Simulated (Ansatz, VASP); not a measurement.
## ZnS: VASP beside Ansatz

```
Zn S
1.0
     3.78187    0.00000    0.00000
    -1.89094    3.27520    0.00000
     0.00000    0.00000    6.20809
Zn S
2 2
Direct
  0.33333 0.66667 0.00049
  0.66667 0.33333 0.50049
  0.33333 0.66667 0.37451
  0.66667 0.33333 0.87451
```

Alike in both runs: functional PBEsol; k mesh 9 × 9 × 6; occupations gaussian, width 0.02 eV; no spin polarisation.

Ansatz relaxed the structure, and its values are those at the end. VASP's run is a single point on that final structure, the one shown.

```csv
,VASP,Ansatz
version,VASP 6.6.1,Ansatz 0.2.0
potentials or method,"VASP PAW PBE potentials, release 64 (Zn, S), cutoff 520 eV","scalar-relativistic, plane waves, PAW"
valence electrons in the cell,36,36
```

Ansatz gave:

```
gap on the k mesh at the Fermi level (eV) : 2.15
least direct gap on the mesh (eV)         : 2.15
pressure (GPa)                            : 0.0
```

Task: Which values does VASP return?

Result: gap on the k mesh at the Fermi level (eV): 2.16; least direct gap on the mesh (eV): 2.16; pressure (GPa): 0.2.

VASP's potentials were made for PBE, not for PBEsol.
